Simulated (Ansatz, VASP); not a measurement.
## Al: VASP beside Ansatz

```
Al
1.0
     0.00000    2.05171    1.96964
     2.05171    0.00000    1.96964
     2.05171    2.05171    0.00000
Al
1
Cartesian
  0.0000 0.0000 0.0000
```

Alike in both runs: task single point; functional r2SCAN; k mesh 22 × 22 × 22; occupations gaussian, width 0.15 eV; no spin polarisation.

|  | VASP | Ansatz |
| --- | --- | --- |
| version | VASP 6.6.1 | Ansatz 0.2.0 |
| potentials or method | VASP PAW PBE potentials, release 64 (Al), cutoff 520 eV | scalar-relativistic, plane waves, PAW |
| valence electrons in the cell | 3 | 3 |

Ansatz gave:

- gap on the k mesh at the Fermi level (eV): none
- pressure (GPa): -3.3
- traceless stress, the component that is largest in VASP (GPa): 1.87

Problem. What did VASP give for the same quantities?

Solution. gap on the k mesh at the Fermi level (eV): none; pressure (GPa): -3.6; traceless stress, the component that is largest in VASP (GPa): 1.86.

VASP's potentials were made for PBE, not for r2SCAN. A gap of «none» marks a metal or a gap that the smearing closes.
